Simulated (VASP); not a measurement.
# Ge in VASP: notebook

Runs on Ge. Level: r2SCAN. Tasks: single point.

All numbers are computed with VASP 6.6.1; they aren't measurements. Logs are shortened: lines on timing, memory, paths and dates and some standing lists are left out, and cuts for length are marked.

**1. The cell of the first run**

The cell holds a slab with vacuum, 8 atoms: a = 4.013 Å, b = 4.013 Å, c = 25.649 Å, α = 90.00°, β = 90.00°, γ = 120.00°.

**2. Single point, r2SCAN**

POSCAR

```
Ge
1.0
    4.0128347834      0.0000000000      0.0000000000
   -2.0064173917      3.4752168636      0.0000000000
    0.0000000000      0.0000000000     25.6485141116
Ge
8
Direct
    0.3333333333      0.6666666667      0.2924146002
    0.0000000000      0.0000000000      0.3243508156
    0.0000000000      0.0000000000      0.4201594616
    0.6666666667      0.3333333333      0.4520956770
    0.6666666667      0.3333333333      0.5479043230
    0.3333333333      0.6666666667      0.5798405384
    0.3333333333      0.6666666667      0.6756491844
    0.0000000000      0.0000000000      0.7075853998
```

INCAR.step1

```
PREC     = Accurate       # precision mode
ENCUT    = 450            # plane-wave cutoff, eV
ISMEAR   = 0              # smearing method
SIGMA    = 0.01           # smearing width, eV
LREAL    = F              # projectors in reciprocal space
LASPH    = T              # aspherical terms in the spheres
NELM     = 120            # most SCF steps
LDIPOL   = T            
IDIPOL   = 3            
DIPOL    = 0.5 0.5 0.500
NBANDS   = 66             # bands
GGA      = PE             # functional
ALGO     = Normal         # electronic algorithm
EDIFF    = 1E-5           # SCF threshold, eV
LWAVE    = T              # write WAVECAR
LCHARG   = F              # write CHGCAR
GGA_COMPAT= F            
NELMDL   = -8
```

INCAR.step2

```
PREC     = Accurate       # precision mode
ENCUT    = 450            # plane-wave cutoff, eV
EDIFF    = 1E-6           # SCF threshold, eV
ISMEAR   = 0              # smearing method
SIGMA    = 0.01           # smearing width, eV
LREAL    = F              # projectors in reciprocal space
LASPH    = T              # aspherical terms in the spheres
NELM     = 120            # most SCF steps
ALGO     = Normal         # electronic algorithm
ISIF     = 2              # what is computed and relaxed
LWAVE    = F              # write WAVECAR
LCHARG   = F              # write CHGCAR
LDIPOL   = T            
IDIPOL   = 3            
DIPOL    = 0.5 0.5 0.500
METAGGA  = R2SCAN         # meta-GGA
LMIXTAU  = T            
NBANDS   = 66             # bands
ISTART   = 1            
GGA_COMPAT= F
```

KPOINTS

```
regular mesh
0
Gamma
  9 9 1
```

Potentials or basis: VASP PAW PBE potentials, release 64 (Ge_d).

On the command line:

```console
$ cat potpaw_PBE.64/Ge_d/POTCAR > POTCAR
$ cp INCAR.step1 INCAR
$ mpirun -np 1 vasp_std > vasp.out
$ cp INCAR.step2 INCAR
$ mpirun -np 1 vasp_std > vasp.out
```

OUTCAR:

```text
PREC = Accurate
   ENCUT = 450
   EDIFF = 1E-6
   ISMEAR = 0
   LREAL = F
   LASPH = T
   NELM = 120
   ISIF = 2
   METAGGA = R2SCAN
   ISTART = 1

 ion  position               nearest neighbor table
   1  0.333  0.667  0.292-   2 2.46   2 2.46   2 2.46
   2  0.000  0.000  0.324-   3 2.46   1 2.46   1 2.46   1 2.46
   3  0.000  0.000  0.420-   2 2.46   4 2.46   4 2.46   4 2.46
   4  0.667  0.333  0.452-   5 2.46   3 2.46   3 2.46   3 2.46
   5  0.667  0.333  0.548-   4 2.46   6 2.46   6 2.46   6 2.46
   6  0.333  0.667  0.580-   7 2.46   5 2.46   5 2.46   5 2.46
   7  0.333  0.667  0.676-   6 2.46   8 2.46   8 2.46   8 2.46
   8  0.000  0.000  0.708-   7 2.46   7 2.46   7 2.46

  LATTYP: Found a hexagonal cell.
 ALAT       =     4.0128347834
 C/A-ratio  =     6.3916197641

  Lattice vectors:

 A1 = (   4.0128347834,   0.0000000000,   0.0000000000)
 A2 = (  -2.0064173917,   3.4752168636,   0.0000000000)
 A3 = (   0.0000000000,   0.0000000000,  25.6485141116)

Analysis of symmetry for initial positions (statically):
=====================================================================
 Subroutine PRICEL returns:
 Original cell was already a primitive cell.

 Routine SETGRP: Setting up the symmetry group for a
 hexagonal supercell.

 Subroutine GETGRP returns: Found 12 space group operations
 (whereof  6 operations were pure point group operations)
 out of a pool of 24 trial point group operations.

The static configuration has the point symmetry C_3v.
 The point group associated with its full space group is D_3d.

Analysis of symmetry for dynamics (positions and initial velocities):
=====================================================================
 Subroutine PRICEL returns:
 Original cell was already a primitive cell.

 Routine SETGRP: Setting up the symmetry group for a
 hexagonal supercell.

 Subroutine GETGRP returns: Found 12 space group operations
 (whereof  6 operations were pure point group operations)
 out of a pool of 24 trial point group operations.

The dynamic configuration has the point symmetry C_3v.
 The point group associated with its full space group is D_3d.

 Subroutine INISYM returns: Found 12 space group operations
 (whereof  6 operations are pure point group operations),
 and found     1 'primitive' translations

----------------------------------------------------------------------------------------

                                     Primitive cell

  volume of cell :     357.6806

  direct lattice vectors                    reciprocal lattice vectors
     4.012834783  0.000000000  0.000000000     0.249200392  0.143875913  0.000000000
    -2.006417392  3.475216864  0.000000000     0.000000000  0.287751827  0.000000000
     0.000000000  0.000000000 25.648514112     0.000000000  0.000000000  0.038988613

  length of vectors
     4.012834783  4.012834783 25.648514112     0.287751827  0.287751827  0.038988613

  position of ions in fractional coordinates (direct lattice)
     0.333333333  0.666666667  0.292414600
     0.000000000  0.000000000  0.324350816
     0.000000000  0.000000000  0.420159462
     0.666666667  0.333333333  0.452095677
     0.666666667  0.333333333  0.547904323
     0.333333333  0.666666667  0.579840538
     0.333333333  0.666666667  0.675649184
     0.000000000  0.000000000  0.707585400

  ion indices of the primitive-cell ions
   primitive index   ion index
                 1           1
                 2           2
                 3           3
                 4           4
                 5           5
                 6           6
                 7           7
                 8           8

----------------------------------------------------------------------------------------

 KPOINTS: regular mesh

Automatic generation of k-mesh.
 Grid dimensions read from file:
 generate k-points for:    9    9    1

 Generating k-lattice:

  Cartesian coordinates                     Fractional coordinates (reciprocal lattice)
     0.027688932  0.015986213  0.000000000     0.111111111  0.000000000  0.000000000
     0.000000000  0.031972425  0.000000000     0.000000000  0.111111111  0.000000000
     0.000000000  0.000000000  0.038988613     0.000000000  0.000000000  1.000000000

  Length of vectors
     0.031972425  0.031972425  0.038988613

  Shift w.r.t. Gamma in fractional coordinates (k-lattice)
     0.000000000  0.000000000  0.000000000

 Subroutine IBZKPT returns following result:
 ===========================================

 Found     12 irreducible k-points:

 Following reciprocal coordinates:
            Coordinates               Weight
  0.000000  0.000000  0.000000      1.000000
  0.111111  0.000000  0.000000      6.000000
  0.222222  0.000000  0.000000      6.000000
  0.333333 -0.000000  0.000000      6.000000
  0.444444  0.000000  0.000000      6.000000
  0.111111  0.111111  0.000000      6.000000
  0.222222  0.111111  0.000000     12.000000
  0.333333  0.111111  0.000000     12.000000
  0.444444  0.111111  0.000000      6.000000
  0.222222  0.222222  0.000000      6.000000
  0.333333  0.222222  0.000000     12.000000
  0.333333  0.333333  0.000000      2.000000
   k-points           NKPTS =     12   k-points in BZ     NKDIM =     12   number of bands    NBANDS=     66
   number of dos      NEDOS =    301   number of ions     NIONS =      8
   total plane-waves  NPLWV = 141120
   dimension x,y,z NGX =    28 NGY =   28 NGZ =  180
   dimension x,y,z NGXF=    56 NGYF=   56 NGZF=  360
   ions per type =               8
   NGX,Y,Z   is equivalent  to a cutoff of  11.60, 11.60, 11.67 a.u.
   NGXF,Y,Z  is equivalent  to a cutoff of  23.20, 23.20, 23.33 a.u.
 SYSTEM =  unknown system
   PREC   = accura    normal or accurate (medium, high low for compatibility)
   ISTART =      1    job   : 0-new  1-cont  2-samecut
   ICHARG =      0    charge: 1-file 2-atom 10-const
   ISPIN  =      1    spin polarized calculation?
   LNONCOLLINEAR =      F non collinear calculations
   LSORBIT =      F    spin-orbit coupling
   LASPH  =      T    aspherical Exc in radial PAW
   ENCUT  =  450.0 eV  33.07 Ry    5.75 a.u.   6.94  6.94 44.36*2*pi/ulx,y,z
   NELM   =    120;   NELMIN=  2; NELMDL=  0     # of ELM steps
   EDIFF  = 0.1E-05   stopping-criterion for ELM
   LREAL  =      F    real-space projection
   EDIFFG = 0.1E-04   stopping-criterion for IOM
   NSW    =      0    number of steps for IOM
   IBRION =     -1    ionic relax: 0-MD 1-quasi-New 2-CG
   NFREE  =      0    steps in history (QN), initial steepest desc. (CG)
   ISIF   =      2    stress and relaxation
   ISYM   =      2    0-nonsym 1-usesym 2-fastsym
   POTIM  = 0.5000    time-step for ionic-motion
   TEBEG  =    0.0;   TEEND  =   0.0 temperature during run
   PSTRESS=    0.0 pullay stress
   NELECT =     112.0000    total number of electrons
   NUPDOWN=      -1.0000    fix difference up-down
   EMIN   =  10.00;   EMAX   =-10.00  energy-range for DOS
   EFERMI =   0.00;   METHOD = LEGACY
   ISMEAR =     0;   SIGMA  =   0.01  broadening in eV -4-tet -1-fermi 0-gaus
   EFERMI_NEDOS =   21; number of points for ismear=-14 and -15
   IALGO  =     38    algorithm
   IMIX   =      4    mixing-type and parameters
     AMIX     =   0.40;   BMIX     =  1.00
     AMIX_MAG =   1.60;   BMIX_MAG =  1.00
  volume/ion in A,a.u.               =      44.71       301.72
  Fermi-wavevector in a.u.,A,eV,Ry     =   1.111687  2.100783 16.814721  1.235847
  Thomas-Fermi vector in A             =   2.248252
   LORBIT       =      0    0 simple, 1 ext, 2 COOP (PROOUT), +10 PAW based schemes
   METAGGA = R2SCAN    functional components
   LHFCALC =     F    Hartree Fock is set to
   AEXX    =    0.0000 exact exchange contribution
   IVDW    =     0    specifies the selected vdW correction
   LEPSILON=     F    determine dielectric tensor
   LRPA    =     F    only Hartree local field effects (RPA)
 non-spin polarized calculation
 Gauss-broadening in eV      SIGMA  =   0.01
  energy-cutoff  :      450.00
  volume of cell :      357.68
 maximum number of plane-waves:      7789
 NGX is ok and might be reduce to    28
   NGX = 13   NGY = 13   NGZ = 89

 number of electron     111.9999995 magnetization

 dipolmoment           0.000000      0.000000     -0.000001 electrons x Angstroem

 Free energy of the ion-electron system (eV)
  ---------------------------------------------------
  ext. energy  EPLUGINS =         0.00000000
  ---------------------------------------------------
  free energy    TOTEN  =      -108.63433475 eV

  energy without entropy =     -108.63344715  energy(sigma->0) =     -108.63389095

 E-fermi :  -0.1470     XC(G=0):  -5.9490

 val. band max:       -0.1786622749   @ k =   0.2222   0.1111   0.0000
 cond. band min:      -0.1467980314   @ k =   0.3333   0.2222   0.0000
 fundamental gap:      0.0318642435
 Fermi energy:        -0.1469681299

 k-point     1 :       0.0000    0.0000    0.0000
  band No.  band energies     occupation
      1     -25.4883      2.00000
      2     -25.4883      2.00000
      3     -25.4760      2.00000
      4     -25.4760      2.00000
      5     -25.4690      2.00000
      6     -25.4203      2.00000
[... 58 lines left out ...]
     65       3.8322      0.00000
     66       4.2206      0.00000

 k-point     2 :       0.1111    0.0000    0.0000
  band No.  band energies     occupation
      1     -25.4979      2.00000
      2     -25.4910      2.00000
      3     -25.4785      2.00000
      4     -25.4782      2.00000
      5     -25.4671      2.00000
      6     -25.4213      2.00000
[... 679 lines left out ...]
     65       5.1205      0.00000
     66       5.2260      0.00000

 k-point    12 :       0.3333    0.3333    0.0000
  band No.  band energies     occupation
      1     -25.5170      2.00000
      2     -25.5123      2.00000
      3     -25.5123      2.00000
      4     -25.4758      2.00000
      5     -25.4758      2.00000
      6     -25.4153      2.00000
[... 58 lines left out ...]
     65       6.3577      0.00000
     66       6.3610      0.00000

------------------------ aborting loop because EDIFF is reached ----------------------------------------

 vacuum level on the upper side and lower side of the slab       (xc-potential included)        -0.004        -0.003

  FORCE on cell =-STRESS in cart. coord.  units (eV):
  Direction    XX          YY          ZZ          XY          YZ          ZX
  --------------------------------------------------------------------------------------
  -------------------------------------------------------------------------------------
  Total       -0.3731837     -0.3731837      1.0788047      0.0000000      0.0000000      0.0000000
  in kB       -1.6716212     -1.6716212      4.8323458      0.0000000      0.0000000      0.0000000
  external PRESSURE =       0.4963678 kB  Pullay stress =       0.0000000 kB

 VOLUME and BASIS-vectors are now :
 -----------------------------------------------------------------------------
  energy-cutoff  :      450.00
  volume of cell :      357.68
      direct lattice vectors                 reciprocal lattice vectors
     4.012834783  0.000000000  0.000000000     0.249200392  0.143875913  0.000000000
    -2.006417392  3.475216864  0.000000000     0.000000000  0.287751827  0.000000000
     0.000000000  0.000000000 25.648514112     0.000000000  0.000000000  0.038988613

 POSITION                                       TOTAL-FORCE (eV/Angst)
 -----------------------------------------------------------------------------------
     -0.00000      2.31681      7.50000        -0.000000      0.000000      0.220401
      0.00000      0.00000      8.31912         0.000000     -0.000000     -0.520805
      0.00000      0.00000     10.77647         0.000000     -0.000000      0.306409
      2.00642      1.15841     11.59558         0.000000     -0.000000     -0.146027
      2.00642      1.15841     14.05293        -0.000000      0.000000      0.146027
     -0.00000      2.31681     14.87205        -0.000000      0.000000     -0.306409
     -0.00000      2.31681     17.32940        -0.000000      0.000000      0.520805
      0.00000      0.00000     18.14851         0.000000     -0.000000     -0.220401
 -----------------------------------------------------------------------------------
    total drift:                               -0.000005      0.000003     -0.000661

  FREE ENERGIE OF THE ION-ELECTRON SYSTEM (eV)
  ---------------------------------------------------
  free  energy   TOTEN  =      -108.6343347532 eV

  energy  without entropy=     -108.6334471481  energy(sigma->0) =     -108.63389095

 vacuum level on the upper side and lower side of the slab         4.708         4.708
```

It took 28 min on 1 thread of Intel Xeon Platinum 8259CL at 2.50GHz (Skylake/Cascade Lake), shared host; peak memory 0.48 GiB.

Results:

| Quantity | Value |
| --- | --- |
| Free energy | -108.6343 eV |
| Largest force | 0.521 eV/Å |
| Band gap on the k mesh | zero (bands 56 and 57 overlap by 0.30 eV) |

Forces on the atoms (eV/Å):
```
Ge   0.000  0.000  0.220
Ge   0.000  0.000 -0.521
Ge   0.000  0.000  0.306
Ge   0.000  0.000 -0.146
Ge   0.000  0.000  0.146
Ge   0.000  0.000 -0.306
Ge   0.000  0.000  0.521
Ge   0.000  0.000 -0.220
```

Levels at points of the mesh, in eV from the Fermi level:
```
           k point  band 53  band 54  band 55  band 56  band 57  band 58  band 59  band 60
(0.00, 0.00, 0.00)    -0.12    -0.12     0.18     0.18     0.73     1.11     1.17     1.54
```

Caveat: the PAW data sets were made with another functional, which shifts forces and pressure a little.

**3. Single point, r2SCAN**

POSCAR is that of step 2.

INCAR.step1

```
PREC     = Accurate       # precision mode
ENCUT    = 450            # plane-wave cutoff, eV
ISMEAR   = 0              # smearing method
SIGMA    = 0.05           # smearing width, eV
LREAL    = False          # projectors in reciprocal space
LASPH    = True           # aspherical terms in the spheres
NELM     = 120            # most SCF steps
LDIPOL   = True         
IDIPOL   = 3            
DIPOL    = 0.5 0.5 0.500
EFIELD   = -0.6         
NBANDS   = 66             # bands
GGA      = PE             # functional
ALGO     = Normal         # electronic algorithm
EDIFF    = 1E-5           # SCF threshold, eV
LWAVE    = True           # write WAVECAR
LCHARG   = False          # write CHGCAR
GGA_COMPAT= False        
NELMDL   = -8
```

INCAR.step2

```
PREC     = Accurate       # precision mode
ENCUT    = 450            # plane-wave cutoff, eV
EDIFF    = 1E-6           # SCF threshold, eV
ISMEAR   = 0              # smearing method
SIGMA    = 0.05           # smearing width, eV
LREAL    = False          # projectors in reciprocal space
LASPH    = True           # aspherical terms in the spheres
NELM     = 120            # most SCF steps
ALGO     = Normal         # electronic algorithm
ISIF     = 2              # what is computed and relaxed
LWAVE    = False          # write WAVECAR
LCHARG   = False          # write CHGCAR
LDIPOL   = True         
IDIPOL   = 3            
DIPOL    = 0.5 0.5 0.500
METAGGA  = R2SCAN         # meta-GGA
LMIXTAU  = True         
EFIELD   = -0.6         
NBANDS   = 66             # bands
ISTART   = 1            
GGA_COMPAT= False
```

KPOINTS

```
Automatic mesh
0
Gamma
  9 9 1
```

Potentials or basis: VASP PAW PBE potentials, release 64 (Ge_d).

On the command line:

```console
$ cat potpaw_PBE.64/Ge_d/POTCAR > POTCAR
$ cp INCAR.step1 INCAR
$ mpirun -np 1 vasp_std > vasp.out
$ cp INCAR.step2 INCAR
$ mpirun -np 1 vasp_std > vasp.out
```

It took 24 min on 1 thread of Intel Xeon Platinum 8488C (Sapphire Rapids), shared host; peak memory 0.47 GiB.

It converged, with:

- Free energy: -108.8306 eV
- Largest force: 0.583 eV/Å
- Band gap on the k mesh: zero (bands 56 and 57 overlap by 0.29 eV)

Forces in eV/Å, atoms in the order of the input:
```
Ge   0.000  0.000  0.134
Ge   0.000  0.000 -0.447
Ge   0.000  0.000  0.286
Ge   0.000  0.000 -0.140
Ge   0.000  0.000  0.139
Ge   0.000  0.000 -0.304
Ge   0.000  0.000  0.583
Ge   0.000  0.000 -0.251
```

Levels at points of the mesh, in eV from the Fermi level:
| k point | band 52 | band 53 | band 54 | band 55 | band 56 | band 57 | band 58 | band 59 | band 60 | band 61 |
| --- | --- | --- | --- | --- | --- | --- | --- | --- | --- | --- |
| (0.00, 0.00, 0.00) | -0.68 | -0.13 | -0.13 | 0.18 | 0.18 | 0.73 | 1.09 | 1.18 | 1.54 | 1.63 |

Caveat: the PAW data sets were made with another functional, which shifts forces and pressure a little.

**4. Single point, r2SCAN**

POSCAR is that of step 3.

INCAR.step1

```
PREC = Accurate
ENCUT = 450
ISMEAR = -1
SIGMA = 0.025
LREAL = False
LASPH = True
NELM = 120
LDIPOL = True
IDIPOL = 3
DIPOL = 0.5 0.5 0.500
NBANDS = 66
GGA = PE
ALGO = Normal
EDIFF = 1E-5
LWAVE = True
LCHARG = False
GGA_COMPAT = False
NELMDL = -8
```

INCAR.step2

```
PREC = Accurate
ENCUT = 450
EDIFF = 1E-6
ISMEAR = -1
SIGMA = 0.025
LREAL = False
LASPH = True
NELM = 120
ALGO = Normal
ISIF = 2
LWAVE = False
LCHARG = False
LDIPOL = True
IDIPOL = 3
DIPOL = 0.5 0.5 0.500
METAGGA = R2SCAN
LMIXTAU = True
NBANDS = 66
ISTART = 1
GGA_COMPAT = False
```

KPOINTS

```
regular mesh
0
Gamma
  9 9 1
```

On the command line:

```console
$ cat potpaw_PBE.64/Ge_d/POTCAR > POTCAR
$ cp INCAR.step1 INCAR
$ mpirun -np 1 vasp_std > vasp.out
$ cp INCAR.step2 INCAR
$ mpirun -np 1 vasp_std > vasp.out
```

Run time: 23 min. Hardware: 1 thread of Intel Xeon Platinum 8488C (Sapphire Rapids), shared host; peak memory 0.47 GiB.

The run converged. Its results:

- Free energy: -108.6450 eV
- Largest force: 0.507 eV/Å
- Band gap on the k mesh: zero (bands 56 and 57 overlap by 0.30 eV)

Forces in eV/Å, atoms in the order of the input:
```
Ge   0.000  0.000  0.202
Ge   0.000  0.000 -0.507
Ge   0.000  0.000  0.286
Ge   0.000  0.000 -0.132
Ge   0.000  0.000  0.132
Ge   0.000  0.000 -0.286
Ge   0.000  0.000  0.507
Ge   0.000  0.000 -0.202
```

Levels at points of the mesh, in eV from the Fermi level:
| k point | band 54 | band 55 | band 56 | band 57 | band 58 | band 59 |
| --- | --- | --- | --- | --- | --- | --- |
| (0.00, 0.00, 0.00) | -0.12 | 0.18 | 0.18 | 0.73 | 1.11 | 1.17 |

Caveat: the PAW data sets were made with another functional, which shifts forces and pressure a little.

**5. The runs side by side**

```csv
smearing,electric field (eV/Å),gap on the mesh (eV),largest force (eV/Å)
gaussian 0.01 eV,-,none,0.52
gaussian 0.05 eV,-0.6 eV/Å,none,0.58
fermi-dirac 0.025 eV,-,none,0.51
```

Alike in all rows: task single point; level r2SCAN; potentials or basis VASP PAW PBE potentials, release 64 (Ge_d); no spin polarisation; cell as given; k mesh 9 × 9 × 1; cutoff (eV) 450.

Caveats: the PAW data sets were made with another functional, which shifts forces and pressure a little.

Total energies depend on the potentials used, so only differences within one code and one set of settings carry meaning.

The gap in the log of VASP goes by the Fermi energy; the results here count the filled bands.